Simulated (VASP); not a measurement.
# GaSb (F-43m) in VASP: further runs, part 2 of 2

VASP 6.6.1. The steps go on from the part before.

## (3) Elastic constants, PBE

This run uses another cell than the first one, of 25.41 Å³/atom.

Contents of INCAR:

```
PREC = Accurate
ENCUT = 600
EDIFF = 1E-8
ISMEAR = 0
SIGMA = 0.01
LREAL = False
LASPH = True
NELM = 80
ALGO = Normal
ISIF = 3
LWAVE = False
LCHARG = True
GGA = PE
NBANDS = 16
IBRION = 6
NFREE = 2
POTIM = 0.015
NSW = 1
```

Contents of KPOINTS:

```
regular mesh
0
Gamma
  12 12 12
```

Contents of POSCAR:

```
GaSb
1.0
    0.0000000000      2.9399496928      2.9399496928
    2.9399496928      0.0000000000      2.9399496928
    2.9399496928      2.9399496928      0.0000000000
Ga Sb
1 1
Direct
    0.0000000000      0.0000000000      0.0000000000
    0.7500000000      0.7500000000      0.7500000000
```

Potentials or basis: VASP PAW PBE potentials, release 64 (Ga_d, Sb).

Launch:

```
$ cat potpaw_PBE.64/Ga_d/POTCAR potpaw_PBE.64/Sb/POTCAR > POTCAR
$ mpirun -np 1 vasp_std > vasp.out
```

OUTCAR:

```text
PREC = Accurate
   ENCUT = 600
   EDIFF = 1E-8
   ISMEAR = 0
   LREAL = False
   LASPH = True
   NELM = 80
   ISIF = 3
   GGA = PE
   IBRION = 6
   NFREE = 2
   POTIM = 0.015
   NSW = 1

 ion  position               nearest neighbor table
   1  0.000  0.000  0.000-   2 2.55   2 2.55   2 2.55   2 2.55
   2  0.750  0.750  0.750-   1 2.55   1 2.55   1 2.55   1 2.55

  LATTYP: Found a face centered cubic cell.
 ALAT       =     5.8798993856

  Lattice vectors:

 A1 = (   0.0000000000,   2.9399496928,   2.9399496928)
 A2 = (   2.9399496928,   0.0000000000,   2.9399496928)
 A3 = (   2.9399496928,   2.9399496928,   0.0000000000)

Analysis of symmetry for initial positions (statically):
=====================================================================
 Subroutine PRICEL returns:
 Original cell was already a primitive cell.

 Routine SETGRP: Setting up the symmetry group for a
 face centered cubic supercell.

 Subroutine GETGRP returns: Found 24 space group operations
 (whereof 24 operations were pure point group operations)
 out of a pool of 48 trial point group operations.

The static configuration has the point symmetry T_d .

Analysis of symmetry for dynamics (positions and initial velocities):
=====================================================================
 Subroutine PRICEL returns:
 Original cell was already a primitive cell.

[... 821 lines left out ...]
  in kB      111.1042369    111.2183043    111.2183043      0.0000000     -5.8827506      0.0000000
  external PRESSURE =     111.1802818 kB  Pullay stress =       0.0000000 kB
[... 17 lines left out ...]
  FREE ENERGIE OF THE ION-ELECTRON SYSTEM (eV)
  ---------------------------------------------------
  free  energy   TOTEN  =        -7.0981492908 eV

  energy  without entropy=       -7.0981492908  energy(sigma->0) =       -7.09814929

 INTERNAL STRAIN TENSORS FROM STRAINED CELLS
 ============================================

 INTERNAL STRAIN TENSOR FOR ION    1 for displacements in x,y,z  (eV/Angst):
          X           Y           Z          XY          YZ          ZX
  --------------------------------------------------------------------------------
  x    -0.00000    -0.00000     0.00000    -0.00000   -12.45088    -0.00000
  y    -0.00000    -0.00000     0.00000     0.00000     0.00000   -12.45074
  z    -0.00000    -0.00000    -0.00000   -12.45062     0.00000     0.00000

 INTERNAL STRAIN TENSORS FROM DISPLACED ATOMS
 ============================================

 INTERNAL STRAIN TENSOR FOR ION    1 for displacements in x,y,z  (eV/Angst):
          X           Y           Z          XY          YZ          ZX
  --------------------------------------------------------------------------------
  x    -0.00000    -0.00000    -0.00000     0.00000   -12.43950     0.00000
  y    -0.00000    -0.00000    -0.00000     0.00000     0.00000   -12.43950
  z    -0.00000    -0.00000    -0.00000   -12.43950     0.00000     0.00000

 INTERNAL STRAIN TENSOR FOR ION    2 for displacements in x,y,z  (eV/Angst):
          X           Y           Z          XY          YZ          ZX
  --------------------------------------------------------------------------------
  x    -0.00000    -0.00000    -0.00000     0.00000    12.43267     0.00000
  y    -0.00000    -0.00000    -0.00000     0.00000     0.00000    12.43267
  z    -0.00000    -0.00000    -0.00000    12.43267     0.00000     0.00000

 Eigenvectors and eigenvalues of the dynamical matrix
 ----------------------------------------------------

   1 f  =    7.752495 THz    48.710365 2PiTHz  258.595410 cm-1    32.061730 meV
             X         Y         Z           dx          dy          dz
      0.000000  0.000000  0.000000     0.000000   -0.245206   -0.758600
      4.409925  4.409925  4.409925     0.000000    0.185664    0.574394
[... 21 lines left out ...]
   6 f/i=    0.002090 THz     0.013135 2PiTHz    0.069731 cm-1     0.008646 meV
             X         Y         Z           dx          dy          dz
      0.000000  0.000000  0.000000     0.146401    0.523483    0.262549
      4.409925  4.409925  4.409925     0.193351    0.691362    0.346748

--------------------------------------------------------------------------------------------------------

 ELASTIC MODULI CONTR FROM IONIC RELAXATION (kBar)
 Direction    XX          YY          ZZ          XY          YZ          ZX
 --------------------------------------------------------------------------------
 XX          -0.0000     -0.0000     -0.0000      0.0000      0.0000      0.0000
 YY          -0.0000     -0.0000     -0.0000      0.0000      0.0000      0.0000
 ZZ          -0.0000     -0.0000     -0.0000      0.0000      0.0000      0.0000
 XY           0.0000      0.0000      0.0000   -447.1396      0.0000      0.0000
 YZ           0.0000      0.0000      0.0000      0.0000   -447.1396      0.0000
 ZX           0.0000      0.0000      0.0000      0.0000      0.0000   -447.1396
 --------------------------------------------------------------------------------

 TOTAL ELASTIC MODULI (kBar)
 Direction    XX          YY          ZZ          XY          YZ          ZX
 --------------------------------------------------------------------------------
 XX        1099.4086    676.4119    676.4119     -0.0000      0.0000     -0.0000
 YY         676.4119   1099.4086    676.4119     -0.0000      0.0000     -0.0000
 ZZ         676.4119    676.4119   1099.4086      0.0000     -0.0000     -0.0000
 XY          -0.0000     -0.0000      0.0000    430.1043     -0.0000      0.0000
 YZ           0.0000      0.0000     -0.0000     -0.0000    430.1043      0.0000
 ZX          -0.0000     -0.0000     -0.0000      0.0000      0.0000    430.1043
 --------------------------------------------------------------------------------
```

stdout:

```text
POSCAR found type information on POSCAR GaSb
 POSCAR found :  2 types and       2 ions
 scaLAPACK will be used
 LDA part: xc-table for (Slater+PW92), standard interpolation
 POSCAR, INCAR and KPOINTS ok, starting setup
 FFT: planning ... GRIDC
 FFT: planning ... GRID_SOFT
 FFT: planning ... GRID
 WAVECAR not read
 entering main loop
 Found     2 degrees of freedom:
 Adding 6 more for cell shape distortion
 Finite differences POTIM= 0.01500 DOF=   8
 bond charge predicted
 Finite differences progress:
 bond charge predicted
 Finite differences progress:
 bond charge predicted
 Finite differences progress:
 bond charge predicted
 Finite differences progress:
 bond charge predicted
 Finite differences progress:
 bond charge predicted
 Finite differences progress:
 bond charge predicted
 Finite differences progress:
 bond charge predicted
 Finite differences progress:
 bond charge predicted
 Finite differences progress:
 bond charge predicted
 Finite differences progress:
 bond charge predicted
 Finite differences progress:
 bond charge predicted
 Finite differences progress:
 bond charge predicted
 Finite differences progress:
 bond charge predicted
 Finite differences progress:
 bond charge predicted
 Finite differences progress:
 bond charge predicted
 Finite differences progress:
```

It took 24 min on 1 thread of Intel Xeon 6975P-C (Granite Rapids), shared host; peak memory 0.82 GiB.

Results:

* Elastic constants C11, C12, C44: 110, 68, 43 GPa
* Voigt bulk modulus: 82 GPa
* Highest phonon frequency at Γ, LO-TO splitting left out: 259 cm⁻¹

Phonon frequencies in cm⁻¹ (negative: imaginary):
```csv
q point,frequencies
"(0.000, 0.000, 0.000)",0 0 0 259 259 259
```

Elastic tensor in Voigt notation (GPa, in the Cartesian axes of the cell as first typed):
```
110  68  68   0   0   0
 68 110  68   0   0   0
 68  68 110   0   0   0
  0   0   0  43   0   0
  0   0   0   0  43   0
  0   0   0   0   0  43
```

Clamped-ion elastic tensor (GPa):
```
110  68  68   0   0   0
 68 110  68   0   0   0
 68  68 110   0   0   0
  0   0   0  88   0   0
  0   0   0   0  88   0
  0   0   0   0   0  88
```

Caveat: the cell is under stress, which shifts elastic constants; spin-orbit coupling is left out, which moves the levels of the heavy elements.
